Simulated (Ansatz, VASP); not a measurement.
Two plane-wave programs on Fe

```
CELL_PARAMETERS angstrom
0.00000 2.52801 2.52801
2.52801 0.00000 2.52801
2.52801 2.52801 0.00000
ATOMIC_POSITIONS crystal
Fe 0.00000 0.00000 0.00000
Fe 0.50000 0.50000 0.50000
```

Alike in both runs: task single point; functional r2SCAN; k mesh 13 × 13 × 13; occupations fermi-dirac, width 0.05 eV; collinear spin.

|  | VASP | Ansatz |
| --- | --- | --- |
| version | VASP 6.6.1 | Ansatz 0.2.0 |
| potentials or method | VASP PAW PBE potentials, release 64 (Fe), cutoff 520 eV | plane waves (500 eV) with PAW, scalar-relativistic |
| valence electrons in the cell | 16 | 32 |

```tsv
	VASP	Ansatz	Ansatz less VASP
pressure (GPa)	-8.8	-8.7	+0.09
net moment per atom (μB)	0.00	0.00	0.000
size of the moment on the site where the two differ most (μB)	2.96	2.90	-0.061
```

VASP's potentials were made for PBE, not for r2SCAN. Site moments also hang on the region over which each program counts them. The functional is the same, so the differences come from potentials, cutoffs and numerics. VASP's potentials hold 16 valence electrons a cell and Ansatz's 32, so a difference there can come from the potentials and not from the codes. Ansatz's warnings: stability check not made.
